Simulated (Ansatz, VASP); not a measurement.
## TePb2: VASP beside Ansatz

```
CELL_PARAMETERS angstrom
0.00000 3.84202 3.84202
3.84202 0.00000 3.84202
3.84202 3.84202 0.00000
ATOMIC_POSITIONS crystal
Te 0.00000 0.00000 0.00000
Pb 0.25000 0.25000 0.25000
Pb 0.75000 0.75000 0.75000
```

Alike in both runs: functional PBE; k mesh 4 × 4 × 4; occupations gaussian, width 0.1 eV; no spin polarisation.

Ansatz relaxed the structure, and its values are those at the end. VASP's run is a single point on that final structure, the one shown.

```csv
,VASP,Ansatz
version,VASP 6.6.1,Ansatz 0.2.0
potentials or method,"VASP PAW PBE potentials, release 64 (Te, Pb_d), cutoff 520 eV","scalar-relativistic, plane waves, PAW"
valence electrons in the cell,34,44
```

VASP gave:

| Property | Result |
| --- | --- |
| gap on the k mesh at the Fermi level (eV) | none |
| pressure (GPa) | 0.0 |

Problem. What did Ansatz give for the same quantities?

Solution. gap on the k mesh at the Fermi level (eV): none; pressure (GPa): 0.1.

A gap of «none» marks a metal or a gap that the smearing closes. With one functional, cell and mesh, what is left measures potentials, basis and numerics. VASP's potentials hold 34 valence electrons a cell and Ansatz's 44, so a difference there can come from the potentials and not from the codes.

Spin-orbit coupling is off throughout.
